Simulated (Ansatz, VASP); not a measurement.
# Two plane-wave programs on MnHg

```xyz
2
Lattice="3.2964 0.0000 0.0000 0.0000 3.2964 0.0000 0.0000 0.0000 3.2964" Properties=species:S:1:pos:R:3 pbc="T T T"
Mn    1.6482    1.6482    1.6482
Hg    0.0000    0.0000    0.0000
```

Alike in both runs: task single point; functional r2SCAN; k mesh 12 × 12 × 12; occupations gaussian, width 0.1 eV; collinear spin.

```csv
,VASP,Ansatz
version,VASP 6.6.1,Ansatz 0.2.0
potentials or method,"VASP PAW PBE potentials, release 64 (Mn_pv, Hg), cutoff 520 eV","scalar-relativistic, plane waves, PAW"
valence electrons in the cell,25,35
```

Ansatz gave:

* gap on the k mesh at the Fermi level (eV): none
* pressure (GPa): 2.5
* net moment per atom (μB): 2.08
* size of the moment on the site where the two differ most (μB): 4.17

Task: Estimate VASP's values.

Result: gap on the k mesh at the Fermi level (eV): none; pressure (GPa): 3.1; net moment per atom (μB): 2.08; size of the moment on the site where the two differ most (μB): 4.11.

VASP's potentials were made for PBE, not for r2SCAN. Site moments also hang on the region over which each program counts them. A gap of «none» marks a metal or a gap that the smearing closes. With one functional, cell and mesh, what is left measures potentials, basis and numerics. VASP's potentials hold 25 valence electrons a cell and Ansatz's 35, so a difference there can come from the potentials and not from the codes. Ansatz's warnings: stability check not made.

Neither program's run includes spin-orbit coupling.
